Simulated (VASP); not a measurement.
# MgO (dlda) (Fm-3m) in VASP: vibrations by perturbation theory with LDA

Aim: the vibrations by perturbation theory of MgO (dlda) with LDA.

All numbers are computed with VASP 6.6.1; they aren't measurements. Logs are shortened: lines on timing, memory, paths and dates and some standing lists are left out, and cuts for length are marked.

## Step 1: The cell of the first run

Symmetry: Fm-3m, No. 225, cubic system. The conventional cell has a = 4.161 Å, b = 4.161 Å, c = 4.161 Å, α = 90.00°, β = 90.00°, γ = 90.00°. Mg (site symmetry m-3m) has 6 O at 2.08 Å within 2.8 Å. O (site symmetry m-3m) has 6 Mg at 2.08 Å within 2.8 Å.

## Step 2: Vibrations by perturbation theory, LDA

Input file INCAR:

```
PREC = Accurate ; ENCUT = 520
EDIFF = 1E-8 ; ISMEAR = 0
SIGMA = 0.01 ; LREAL = F
LASPH = T ; NELM = 80
ALGO = Normal ; ISIF = 2
LWAVE = F ; LCHARG = F
GGA = CA ; IBRION = 8
NSW = 1 ; LEPSILON = T
```

Input file KPOINTS:

```
regular mesh
0
Gamma
  8 8 8
```

Input file POSCAR:

```
MgO
1.0
    0.0000000000      2.0803529509      2.0803529509
    2.0803529509      0.0000000000      2.0803529509
    2.0803529509      2.0803529509      0.0000000000
Mg O
1 1
Direct
    0.0000000000      0.0000000000      0.0000000000
    0.5000000000      0.5000000000      0.5000000000
```

Potentials or basis: VASP PAW LDA potentials, release 64 (Mg, O).

Started as:

```console
> cat potpaw_LDA.64/Mg/POTCAR potpaw_LDA.64/O/POTCAR > POTCAR
> mpirun -np 1 vasp_std > vasp.out
```

OUTCAR:

```text
PREC = Accurate
   ENCUT = 520
   EDIFF = 1E-8
   ISMEAR = 0
   LREAL = F
   LASPH = T
   NELM = 80
   ISIF = 2
   GGA = CA
   IBRION = 8
   NSW = 1
   LEPSILON = T

 ion  position               nearest neighbor table
   1  0.000  0.000  0.000-   2 2.08   2 2.08   2 2.08   2 2.08   2 2.08   2 2.08
   2  0.500  0.500  0.500-   1 2.08   1 2.08   1 2.08   1 2.08   1 2.08   1 2.08

  LATTYP: Found a face centered cubic cell.
 ALAT       =     4.1607059018

  Lattice vectors:

 A1 = (   0.0000000000,   2.0803529509,   2.0803529509)
 A2 = (   2.0803529509,   0.0000000000,   2.0803529509)
 A3 = (   2.0803529509,   2.0803529509,   0.0000000000)

Analysis of symmetry for initial positions (statically):
=====================================================================
 Subroutine PRICEL returns:
 Original cell was already a primitive cell.

 Routine SETGRP: Setting up the symmetry group for a
 face centered cubic supercell.

 Subroutine GETGRP returns: Found 48 space group operations
 (whereof 48 operations were pure point group operations)
 out of a pool of 48 trial point group operations.

The static configuration has the point symmetry O_h .

Analysis of symmetry for dynamics (positions and initial velocities):
=====================================================================
 Subroutine PRICEL returns:
 Original cell was already a primitive cell.

 Routine SETGRP: Setting up the symmetry group for a
 face centered cubic supercell.

 Subroutine GETGRP returns: Found 48 space group operations
 (whereof 48 operations were pure point group operations)
 out of a pool of 48 trial point group operations.

The dynamic configuration has the point symmetry O_h .

 Subroutine INISYM returns: Found 48 space group operations
 (whereof 48 operations are pure point group operations),
 and found     1 'primitive' translations

----------------------------------------------------------------------------------------

[... 496 lines left out ...]

 MACROSCOPIC STATIC DIELECTRIC TENSOR (including local field effects in DFT)
 ------------------------------------------------------
           3.107392    -0.000000     0.000000
           0.000000     3.107392     0.000000
          -0.000000     0.000000     3.107392
 ------------------------------------------------------

 PIEZOELECTRIC TENSOR (including local field effects)  for field in x, y, z        (e  Angst)
          XX          YY          ZZ          XY          YZ          ZX
  --------------------------------------------------------------------------------
  x     0.00000     0.00000     0.00000     0.00000     0.00000     0.00000
  y     0.00000     0.00000     0.00000     0.00000     0.00000     0.00000
  z     0.00000     0.00000     0.00000     0.00000     0.00000     0.00000

 PIEZOELECTRIC TENSOR (including local field effects)  for field in x, y, z        (C/m^2)
          XX          YY          ZZ          XY          YZ          ZX
  --------------------------------------------------------------------------------
  x     0.00000     0.00000     0.00000     0.00000     0.00000     0.00000
  y     0.00000     0.00000     0.00000     0.00000     0.00000     0.00000
  z     0.00000     0.00000     0.00000     0.00000     0.00000     0.00000

 BORN EFFECTIVE CHARGES (including local field effects) (in |e|, cummulative output)
 ---------------------------------------------------------------------------------
 ion    1
    1     1.95324     0.00000     0.00000
    2     0.00000     1.95324     0.00000
    3     0.00000     0.00000     1.95324
 ion    2
    1    -1.95324     0.00000     0.00000
    2     0.00000    -1.95324     0.00000
    3     0.00000     0.00000    -1.95324

 INTERNAL STRAIN TENSOR FOR ION    2 for displacements in x,y,z  (eV/Angst):
          X           Y           Z          XY          YZ          ZX
  --------------------------------------------------------------------------------
  x     0.00000     0.00000     0.00000     0.00000     0.00000     0.00000
  y     0.00000     0.00000     0.00000     0.00000     0.00000     0.00000
  z     0.00000     0.00000     0.00000     0.00000     0.00000     0.00000

 SECOND DERIVATIVES (NOT SYMMETRIZED)
 ------------------------------------
               1X          1Y          1Z          2X          2Y          2Z
  1X    -6.059864    0.000000    0.000000    6.059864    0.000000    0.000000
  1Y     0.000000   -6.059864    0.000000    0.000000    6.059864    0.000000
  1Z     0.000000    0.000000   -6.059864    0.000000    0.000000    6.059864
  2X     6.068942    0.000000    0.000000   -6.068942    0.000000    0.000000
  2Y     0.000000    6.068942    0.000000    0.000000   -6.068942    0.000000
  2Z     0.000000    0.000000    6.068942    0.000000    0.000000   -6.068942

 Eigenvectors and eigenvalues of the dynamical matrix
 ----------------------------------------------------

   1 f  =   12.395097 THz    77.880691 2PiTHz  413.455928 cm-1    51.261979 meV
             X         Y         Z           dx          dy          dz
      0.000000  0.000000  0.000000    -0.629774    0.000000    0.000000
      2.080353  2.080353  2.080353     0.776779    0.000000    0.000000
[... 21 lines left out ...]
   6 f/i=    0.004538 THz     0.028515 2PiTHz    0.151382 cm-1     0.018769 meV
             X         Y         Z           dx          dy          dz
      0.000000  0.000000  0.000000     0.000000    0.000000    0.776779
      2.080353  2.080353  2.080353     0.000000    0.000000    0.629774

--------------------------------------------------------------------------------------------------------

 MACROSCOPIC STATIC DIELECTRIC TENSOR IONIC CONTRIBUTION
 ------------------------------------------------------
           6.321927    -0.000000    -0.000000
          -0.000000     6.321927    -0.000000
          -0.000000    -0.000000     6.321927
 ------------------------------------------------------

 ELASTIC MODULI CONTR FROM IONIC RELAXATION (kBar)
 Direction    XX          YY          ZZ          XY          YZ          ZX
 --------------------------------------------------------------------------------
 XX           0.0000      0.0000      0.0000      0.0000      0.0000      0.0000
 YY           0.0000      0.0000      0.0000      0.0000      0.0000      0.0000
 ZZ           0.0000      0.0000      0.0000      0.0000      0.0000      0.0000
 XY           0.0000      0.0000      0.0000      0.0000      0.0000      0.0000
 YZ           0.0000      0.0000      0.0000      0.0000      0.0000      0.0000
 ZX           0.0000      0.0000      0.0000      0.0000      0.0000      0.0000
 --------------------------------------------------------------------------------

 PIEZOELECTRIC TENSOR IONIC CONTR  for field in x, y, z        (C/m^2)
          XX          YY          ZZ          XY          YZ          ZX
  --------------------------------------------------------------------------------
  x     0.00000     0.00000     0.00000     0.00000     0.00000     0.00000
  y     0.00000     0.00000     0.00000     0.00000     0.00000     0.00000
  z     0.00000     0.00000     0.00000     0.00000     0.00000     0.00000
```

stdout:

```text
POSCAR found type information on POSCAR MgO
 POSCAR found :  2 types and       2 ions
 scaLAPACK will be used
 LDA part: xc-table for (Slater(with rela. corr.)+CA(PZ))
 , standard interpolation
 POSCAR, INCAR and KPOINTS ok, starting setup
 FFT: planning ... GRIDC
 FFT: planning ... GRID_SOFT
 FFT: planning ... GRID
[... 24 lines left out ...]
 Linear response to external field, progress :
  Direction:   3
 dielectric tensor                  component  3 :     0.046     0.242     3.107
 Linear response DOF=           2
 Linear response progress:
 first order change of Fermi-energy   0.48985E-04
 force on displaced ion       1 direction 1 :  -6.060   0.000   0.000
 Born effective charge ion    1 direction 1 :   1.953   0.000   0.000
 Linear response progress:
 first order change of Fermi-energy   0.10576E-02
 force on displaced ion       2 direction 1 :  -6.069   0.000   0.000
 Born effective charge ion    2 direction 1 :  -1.954   0.000   0.000
 Born effective charges drift removed
 Linear response finished
```

It took 45 s on 1 thread of Intel Xeon 6975P-C, shared host; peak memory 0.16 GiB.

What came out:

| Item | Value |
| --- | --- |
| Electronic dielectric tensor (diagonal) | 3.11 |
| Born charges (mean of the diagonal) | Mg +1.95; O -1.95 e |
| Highest phonon frequency at Γ, LO-TO splitting left out | 413 cm⁻¹ |

Phonon frequencies in cm⁻¹ (negative: imaginary):
```csv
q point,frequencies
"(0.000, 0.000, 0.000)",0 0 0 413 413 413
```

Electronic dielectric tensor:
```
3.11 0.00 0.00
0.00 3.11 0.00
0.00 0.00 3.11
```

Born effective charge tensors (e):
atom 1, Mg
```
1.95 0.00 0.00
0.00 1.95 0.00
0.00 0.00 1.95
```
atom 2, O
```
-1.95  0.00  0.00
 0.00 -1.95  0.00
 0.00  0.00 -1.95
```

Caveat: the cell wasn't relaxed at this level first, which shifts response properties.
